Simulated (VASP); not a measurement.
# HF in VASP: notebook, part 2 of 2

VASP 6.6.1.

## Step 4: Single point, PBE+D3(BJ)

INCAR reads:

```
ALGO = Normal ; EDIFF = 1E-7
ENCUT = 520 ; GGA = PE
ISIF = 2 ; ISMEAR = -1
IVDW = 12 ; LASPH = T
LCHARG = T ; LELF = T
LREAL = F ; LVHAR = T
LWAVE = F ; NBANDS = 36
NELM = 100 ; PREC = Accurate
SIGMA = 0.02
```

KPOINTS reads:

```
k-points
0
Gamma
  1 1 1
```

POSCAR reads:

```
HF
1.0
    5.8867650000      0.0000000000      0.0000000000
    0.0000000000      5.8867650000      0.0000000000
    0.0000000000      0.0000000000      5.8867650000
F H
6 6
Direct
    0.3250002336      0.4051970819      0.8312375303
    0.8649062770      0.7831466009      0.6208333440
    0.6774009154      0.3586350058      1.0256736934
    0.7097956178      0.6848753093      0.2674304138
    0.3582952606      0.1666110334      0.3338336081
    0.2540104794      0.7951396055      0.7115622927
    0.2896327609      0.5539545064      0.7675522974
    0.8357561411      0.7186629668      0.4713454673
    0.5205235813      0.3609112985      0.9398710497
    0.6884596209      0.5295098411      0.1939265454
    0.4929532604      0.0859045673      0.3555772992
    0.0902702928      0.8167304114      0.6800679151
```

Potentials or basis: VASP PAW PBE potentials, release 64 (F, H).

On the command line:

```sh
cat potpaw_PBE.64/F/POTCAR potpaw_PBE.64/H/POTCAR > POTCAR
mpirun -np 1 vasp_gam > vasp.out
```

OUTCAR:

```text
EDIFF = 1E-7
   ENCUT = 520
   GGA = PE
   ISIF = 2
   ISMEAR = -1
   IVDW = 12
   LASPH = T
   LREAL = F
   NELM = 100
   PREC = Accurate
 IVDW          = 12

 ion  position               nearest neighbor table
   1  0.325  0.405  0.831-   7 0.98   9 1.34
   2  0.865  0.783  0.621-   8 0.97  12 1.39
   3  0.677  0.359  0.026-   9 1.05
   4  0.710  0.685  0.267-  10 1.02
   5  0.358  0.167  0.334-  11 0.93
   6  0.254  0.795  0.712-  12 0.99
   7  0.290  0.554  0.768-   1 0.98
   8  0.836  0.719  0.471-   2 0.97
   9  0.521  0.361  0.940-   3 1.05   1 1.34
  10  0.688  0.530  0.194-   4 1.02
  11  0.493  0.086  0.356-   5 0.93
  12  0.090  0.817  0.680-   6 0.99   2 1.39

  LATTYP: Found a simple cubic cell.
 ALAT       =     5.8867650000

  Lattice vectors:

 A1 = (   5.8867650000,   0.0000000000,   0.0000000000)
 A2 = (   0.0000000000,   5.8867650000,   0.0000000000)
 A3 = (   0.0000000000,   0.0000000000,   5.8867650000)

Analysis of symmetry for initial positions (statically):
=====================================================================
 Subroutine PRICEL returns:
 Original cell was already a primitive cell.

 Routine SETGRP: Setting up the symmetry group for a
 simple cubic supercell.

 Subroutine GETGRP returns: Found  1 space group operations
 (whereof  1 operations were pure point group operations)
 out of a pool of 48 trial point group operations.

The static configuration has the point symmetry C_1 .

Analysis of symmetry for dynamics (positions and initial velocities):
=====================================================================
 Subroutine PRICEL returns:
 Original cell was already a primitive cell.

 Routine SETGRP: Setting up the symmetry group for a
 simple cubic supercell.

 Subroutine GETGRP returns: Found  1 space group operations
 (whereof  1 operations were pure point group operations)
 out of a pool of 48 trial point group operations.

The dynamic configuration has the point symmetry C_1 .

 Subroutine INISYM returns: Found  1 space group operations
 (whereof  1 operations are pure point group operations),
 and found     1 'primitive' translations

----------------------------------------------------------------------------------------

                                     Primitive cell

  volume of cell :     204.0000

  direct lattice vectors                    reciprocal lattice vectors
     5.886765000  0.000000000  0.000000000     0.169872587  0.000000000  0.000000000
     0.000000000  5.886765000  0.000000000     0.000000000  0.169872587  0.000000000
     0.000000000  0.000000000  5.886765000     0.000000000  0.000000000  0.169872587

  length of vectors
     5.886765000  5.886765000  5.886765000     0.169872587  0.169872587  0.169872587

  position of ions in fractional coordinates (direct lattice)
     0.325000234  0.405197082  0.831237530
     0.864906277  0.783146601  0.620833344
     0.677400915  0.358635006  0.025673693
     0.709795618  0.684875309  0.267430414
     0.358295261  0.166611033  0.333833608
[... 49 lines left out ...]
 Following reciprocal coordinates:
            Coordinates               Weight
  0.000000  0.000000  0.000000      1.000000
   k-points           NKPTS =      1   k-points in BZ     NKDIM =      1   number of bands    NBANDS=     36
   number of dos      NEDOS =    301   number of ions     NIONS =     12
   total plane-waves  NPLWV = 110592
   dimension x,y,z NGX =    48 NGY =   48 NGZ =   48
   dimension x,y,z NGXF=    96 NGYF=   96 NGZF=   96
   ions per type =               6   6
   NGX,Y,Z   is equivalent  to a cutoff of  13.56, 13.56, 13.56 a.u.
   NGXF,Y,Z  is equivalent  to a cutoff of  27.11, 27.11, 27.11 a.u.
 SYSTEM =  unknown system
   PREC   = accura    normal or accurate (medium, high low for compatibility)
   ISTART =      0    job   : 0-new  1-cont  2-samecut
   ICHARG =      2    charge: 1-file 2-atom 10-const
   ISPIN  =      1    spin polarized calculation?
   LNONCOLLINEAR =      F non collinear calculations
   LSORBIT =      F    spin-orbit coupling
   LASPH  =      T    aspherical Exc in radial PAW
   ENCUT  =  520.0 eV  38.22 Ry    6.18 a.u.  10.95 10.95 10.95*2*pi/ulx,y,z
   NELM   =    100;   NELMIN=  2; NELMDL= -5     # of ELM steps
   EDIFF  = 0.1E-06   stopping-criterion for ELM
   LREAL  =      F    real-space projection
   EDIFFG = 0.1E-05   stopping-criterion for IOM
   NSW    =      0    number of steps for IOM
   IBRION =     -1    ionic relax: 0-MD 1-quasi-New 2-CG
   NFREE  =      0    steps in history (QN), initial steepest desc. (CG)
   ISIF   =      2    stress and relaxation
   ISYM   =      2    0-nonsym 1-usesym 2-fastsym
   POTIM  = 0.5000    time-step for ionic-motion
   TEBEG  =    0.0;   TEEND  =   0.0 temperature during run
   PSTRESS=    0.0 pullay stress
   NELECT =      48.0000    total number of electrons
   NUPDOWN=      -1.0000    fix difference up-down
   EMIN   =  10.00;   EMAX   =-10.00  energy-range for DOS
   EFERMI =   0.00;   METHOD = LEGACY
   ISMEAR =    -1;   SIGMA  =   0.02  broadening in eV -4-tet -1-fermi 0-gaus
   EFERMI_NEDOS =   21; number of points for ismear=-14 and -15
   IALGO  =     38    algorithm
   IMIX   =      4    mixing-type and parameters
     AMIX     =   0.40;   BMIX     =  1.00
     AMIX_MAG =   1.60;   BMIX_MAG =  1.00
  volume/ion in A,a.u.               =      17.00       114.72
  Fermi-wavevector in a.u.,A,eV,Ry     =   1.010676  1.909900 13.897884  1.021466
  Thomas-Fermi vector in A             =   2.143679
   LORBIT       =      0    0 simple, 1 ext, 2 COOP (PROOUT), +10 PAW based schemes
   GGA     = PE    functional components
   LHFCALC =     F    Hartree Fock is set to
   AEXX    =    0.0000 exact exchange contribution
   IVDW    =    12    specifies the selected vdW correction
   LEPSILON=     F    determine dielectric tensor
   LRPA    =     F    only Hartree local field effects (RPA)
 non-spin polarized calculation
  energy-cutoff  :      520.00
  volume of cell :      204.00
 maximum number of plane-waves:      2725
 NGX is ok and might be reduce to    42
   NGX = 21   NGY = 21   NGZ = 21

 number of electron      47.9999996 magnetization

 Free energy of the ion-electron system (eV)
  ---------------------------------------------------
  ext. energy  EPLUGINS =         0.00000000
  ---------------------------------------------------
  free energy    TOTEN  =       -49.20413011 eV

  energy without entropy =      -49.20413011  energy(sigma->0) =      -49.20413011

 E-fermi :  -6.4540     XC(G=0):  -5.5465

 val. band max:       -6.9808552079   @ k =   0.0000   0.0000   0.0000
 cond. band min:       0.0048162962   @ k =   0.0000   0.0000   0.0000
 fundamental gap:      6.9856715041
 Fermi energy:        -6.4539912909

 k-point     1 :       0.0000    0.0000    0.0000
  band No.  band energies     occupation
      1     -28.8921      2.00000
      2     -28.6124      2.00000
      3     -28.0937      2.00000
      4     -27.6139      2.00000
      5     -27.5443      2.00000
      6     -27.2550      2.00000
[... 28 lines left out ...]
     35       7.6073      0.00000
     36       7.8848      0.00000

------------------------ aborting loop because EDIFF is reached ----------------------------------------

 Edisp (eV)   -0.21219

 E8    (eV) :    -0.0415

  FORCE on cell =-STRESS in cart. coord.  units (eV):
  Direction    XX          YY          ZZ          XY          YZ          ZX
  --------------------------------------------------------------------------------------
  -------------------------------------------------------------------------------------
  Total       0.67838    -0.25870     0.68118    -0.10391    -0.08946     0.30724
  in kB       5.32784    -2.03179     5.34986    -0.81608    -0.70264     2.41302
  external pressure =        2.88 kB  Pullay stress =        0.00 kB

 VOLUME and BASIS-vectors are now :
 -----------------------------------------------------------------------------
  energy-cutoff  :      520.00
  volume of cell :      204.00
      direct lattice vectors                 reciprocal lattice vectors
     5.886765000  0.000000000  0.000000000     0.169872587  0.000000000  0.000000000
     0.000000000  5.886765000  0.000000000     0.000000000  0.169872587  0.000000000
     0.000000000  0.000000000  5.886765000     0.000000000  0.000000000  0.169872587

 POSITION                                       TOTAL-FORCE (eV/Angst)
 -----------------------------------------------------------------------------------
      1.91320      2.38530      4.89330        -0.103011     -0.906274      0.087256
      5.09150      4.61020      3.65470         0.075534      0.345798      0.757500
      3.98770      2.11120      0.15113        -0.886011     -0.161278     -0.276818
      4.17840      4.03170      1.57430        -0.098290     -0.620025     -0.113250
      2.10920      0.98080      1.96520        -0.344308      0.216344     -0.005733
      1.49530      4.68080      4.18880         0.345727     -0.168192      0.150175
      1.70500      3.26100      4.51840         0.121382      0.927933     -0.039549
      4.91990      4.23060      2.77470        -0.537742     -0.061210     -0.636191
      3.06420      2.12460      5.53280         1.011644      0.377213      0.589655
      4.05280      3.11710      1.14160         0.135792      0.515517     -0.396164
      2.90190      0.50570      2.09320         0.279501     -0.298097      0.025723
      0.53140      4.80790      4.00340        -0.000218     -0.167731     -0.142605
 -----------------------------------------------------------------------------------
    total drift:                                0.002602      0.000220     -0.001246

  FREE ENERGIE OF THE ION-ELECTRON SYSTEM (eV)
  ---------------------------------------------------
  free  energy   TOTEN  =       -49.4163187185 eV

  energy  without entropy=      -49.4163187185  energy(sigma->0) =      -49.41631872
```

Wall time 31 s (1 thread of Intel Xeon 8259CL, shared host); peak memory 0.31 GiB.

Results:

```
Free energy                : -49.4163 eV
Pressure                   : 0.3 GPa
Largest force              : 1.230 eV/Å
Dispersion energy per atom : -0.018 eV
```

Forces in eV/Å, atoms in the order of the input:
```
F   -0.103 -0.906  0.087
F    0.076  0.346  0.757
F   -0.886 -0.161 -0.277
F   -0.098 -0.620 -0.113
F   -0.344  0.216 -0.006
F    0.346 -0.168  0.150
H    0.121  0.928 -0.040
H   -0.538 -0.061 -0.636
H    1.012  0.377  0.590
H    0.136  0.516 -0.396
H    0.280 -0.298  0.026
H    0.000 -0.168 -0.143
```

Stress tensor (GPa, compression positive):
```
 0.53 -0.08  0.24
-0.08 -0.20 -0.07
 0.24 -0.07  0.53
```

Caveat: the k points lie up to 1.07 Å⁻¹ apart.

## Step 5: Single point, PBE+D3(BJ)

INCAR reads:

```
PREC     = Accurate       # precision mode
ENCUT    = 520            # plane-wave cutoff, eV
EDIFF    = 1E-6           # SCF threshold, eV
ISMEAR   = -1             # smearing method
SIGMA    = 0.02           # smearing width, eV
LREAL    = False          # projectors in reciprocal space
LASPH    = True           # aspherical terms in the spheres
NELM     = 60             # most SCF steps
ALGO     = Normal         # electronic algorithm
ISIF     = 2              # what is computed and relaxed
LWAVE    = False          # write WAVECAR
LCHARG   = False          # write CHGCAR
GGA      = PE             # functional
IVDW     = 12             # dispersion correction
NBANDS   = 36             # bands
```

KPOINTS reads:

```
Automatic mesh
0
Gamma
  1 1 1
```

POSCAR reads:

```
HF
1.0
    5.8867650000      0.0000000000      0.0000000000
    0.0000000000      5.8867650000      0.0000000000
    0.0000000000      0.0000000000      5.8867650000
F H
6 6
Direct
    0.3503112490      0.3928133703      0.8182762519
    0.8737566388      0.7980784013      0.6028778115
    0.6889182768      0.3591106491      1.0114893324
    0.6778765587      0.6619764845      0.2792195714
    0.3731930865      0.1901723612      0.3270387046
    0.2966654861      0.7676032592      0.6898525761
    0.2757541706      0.5392435404      0.7863402055
    0.8097316608      0.7252200487      0.4680499391
    0.5404326485      0.3887194410      0.9227818675
    0.6701983178      0.5190796643      0.1795892990
    0.4962657759      0.1511356407      0.2231276431
    0.1613449832      0.8203656847      0.6342702656
```

On the command line:

```sh
cat potpaw_PBE.64/F/POTCAR potpaw_PBE.64/H/POTCAR > POTCAR
mpirun -np 1 vasp_gam > vasp.out
```

Run time: 31 s. Hardware: 1 thread of Intel Xeon 8259CL, shared host; peak memory 0.32 GiB.

The run converged. Its results:

- Free energy: -49.1881 eV
- Pressure: 0.7 GPa
- Largest force: 2.898 eV/Å
- Dispersion energy per atom: -0.018 eV

Forces in eV/Å, atoms in the order of the input:
```
F   -0.740 -0.449  0.010
F    0.596  0.190  0.324
F   -0.148 -0.051  0.233
F   -0.408 -0.553 -0.555
F    1.127 -0.443 -0.968
F    2.042 -0.656  0.969
H    0.600  0.305 -0.317
H   -0.196  0.030 -0.088
H    0.350 -0.206 -0.062
H    0.527  0.705  0.358
H   -1.122  0.329  1.021
H   -2.627  0.799 -0.926
```

Stress tensor (GPa, compression positive):
```
 1.10 -0.47  2.11
-0.47  0.43 -0.48
 2.11 -0.48  0.47
```

Levels at points of the mesh, in eV from the Fermi level:
```csv
k point,band 20,band 21,band 22,band 23,band 24,band 25,band 26,band 27,band 28,band 29
"(0.00, 0.00, 0.00)",-1.14,-0.69,-0.61,-0.50,-0.49,6.54,9.88,10.77,11.09,11.20
```

Caveat: the k points lie up to 1.07 Å⁻¹ apart.

## Step 6: Relaxation of the atoms, PBE+D3(BJ)

INCAR reads:

```
SYSTEM = HF
  PREC = Accurate
  ENCUT = 520
  EDIFF = 1E-7
  ISMEAR = -1
  SIGMA = 0.02
  LREAL = .FALSE.
  LASPH = .TRUE.
  NELM = 80
  ALGO = Normal
  ISIF = 2
  LWAVE = .FALSE.
  LCHARG = .FALSE.
  GGA = PE
  IVDW = 12
  IBRION = 2
  NSW = 35
  EDIFFG = -0.3
```

KPOINTS reads:

```
Automatic mesh
0
G
  1 1 1
  0 0 0
```

POSCAR reads:

```
HF
1.0
    5.8867650000      0.0000000000      0.0000000000
    0.0000000000      5.8867650000      0.0000000000
    0.0000000000      0.0000000000      5.8867650000
F H
6 6
Direct
    0.2464017000      0.4693437000      0.8091645000
    0.8307166000      0.7819241000      0.7139911000
    0.5929893000      0.1357201000      0.9569716000
    0.6325423000      0.6283334000      0.2756984000
    0.3928671000      0.1316089000      0.3174984000
    0.3251540000      0.8456340000      0.6537980000
    0.2949734000      0.5948309000      0.8931954000
    0.7758252000      0.7744259000      0.5653367000
    0.6328232000      0.2741000000      0.8904005000
    0.6836971000      0.5035474000      0.1921575000
    0.4677993000      0.2461785000      0.2373336000
    0.2119588000      0.8920615000      0.7547869000
```

Potentials or basis: VASP PAW PBE potentials, release 64 (F, H).

On the command line:

```sh
cat potpaw_PBE.64/F/POTCAR potpaw_PBE.64/H/POTCAR > POTCAR
mpirun -np 1 vasp_gam > vasp.out
```

Wall time 11 min (1 thread of Intel Xeon 8259CL, shared host); peak memory 0.32 GiB.

The run converged. Its results:

```yaml
Free_energy: -48.8092 eV
Energy_gained_by_relaxing: 113.5 meV/atom
Ionic_steps: 26
Pressure_after_relaxing: -0.7 GPa
Largest_force_after_relaxing: 0.290 eV/Å
Dispersion_energy_per_atom: -0.018 eV
```

Forces on the atoms (eV/Å):
```
F    0.177  0.087 -0.080
F   -0.107  0.070 -0.213
F    0.064  0.079  0.192
F    0.121  0.087  0.126
F    0.031 -0.033 -0.018
F    0.261  0.010  0.125
H   -0.235 -0.039  0.050
H    0.103 -0.164 -0.023
H   -0.191  0.008  0.023
H   -0.034 -0.016 -0.057
H    0.028  0.029 -0.023
H   -0.217 -0.116 -0.101
```

Stress tensor (GPa, compression positive):
```
-0.27 -0.14  0.11
-0.14 -0.67 -0.23
 0.11 -0.23 -1.07
```

The path:
```
step  energy change (eV)  largest force (eV/Å)  pressure (GPa)
   1              0.0000                1.0641            1.40
   2             -0.0163                1.9900           -1.26
   3             -0.0574                1.0039           -0.07
   4             -0.1322                0.9757           -0.12
   5             -0.3250                1.1553           -0.46
   6             -0.5097                2.3566           -1.89
   7             -0.6109                1.9305           -1.45
   8             -0.7997                0.7621           -0.27
   9             -0.8488                4.0357            1.25
  10             -0.9389                2.7783            0.66
  11             -1.0254                1.0956           -0.95
  12             -1.0258                1.0284           -0.82
  13             -1.0438                0.7931           -0.66
  14             -1.0577                0.7362           -0.30
  15             -1.0701                0.7183           -0.29
  16             -1.1052                0.6582           -0.25
  17             -1.1668                0.7025           -0.24
  18             -1.2429                1.1518           -0.42
  19             -1.2471                1.7118           -0.56
  20             -1.2556                1.6962           -0.61
  21             -1.2780                1.6656           -0.77
  22             -1.3071                1.6769           -1.12
  23             -1.2973                1.9760           -1.89
  24             -1.3147                1.7493           -1.40
  25             -1.3358                1.3442           -1.23
  26             -1.3624                0.2897           -0.67
```

Final structure:
```
F H
1.0
     5.88676    0.00000    0.00000
     0.00000    5.88676    0.00000
     0.00000    0.00000    5.88676
F H
6 6
Direct
  0.25535 0.43201 0.89100
  0.85029 0.76769 0.70025
  0.66917 0.20541 0.96777
  0.63947 0.62307 0.28711
  0.36944 0.17714 0.36278
  0.31847 0.84149 0.72058
  0.28562 0.57939 0.82856
  0.75830 0.76022 0.56780
  0.60313 0.24605 0.82747
  0.72574 0.52423 0.19478
  0.42569 0.19052 0.21284
  0.18708 0.93050 0.69940
```

Levels at points of the mesh, in eV from the Fermi level:
```
           k point  band 20  band 21  band 22  band 23  band 24  band 25  band 26  band 27  band 28  band 29
(0.00, 0.00, 0.00)    -0.87    -0.69    -0.61    -0.54    -0.49     6.02     9.32     9.58    10.31    10.76
```

Caveat: the k points lie up to 1.07 Å⁻¹ apart; the relaxation stopped at a loose force limit of 0.3 eV/Å, so its end isn't a converged minimum.

## Step 7: Overview

```csv
task,cell,pressure (GPa),largest force (eV/Å)
single point,"as given, atomic positions A",0.2,0.28
single point,"as given, atomic positions B",-0.1,0.97
single point,"as given, atomic positions C",0.3,1.23
single point,"as given, atomic positions D",0.7,2.90
relaxation of the atoms,"atoms relaxed, atomic positions E",-0.7,0.29
```

Alike in all rows: level PBE+D3(BJ); potentials or basis VASP PAW PBE potentials, release 64 (F, H); no spin polarisation; k mesh 1 × 1 × 1; cutoff (eV) 520; smearing fermi-dirac 0.02 eV.

Caveats: all runs use coarse meshes; the relaxation stopped at a loose force limit of 0.3 eV/Å, so its end isn't a converged minimum (at least some runs).

Absolute energies hang on the potentials; compare differences alone.
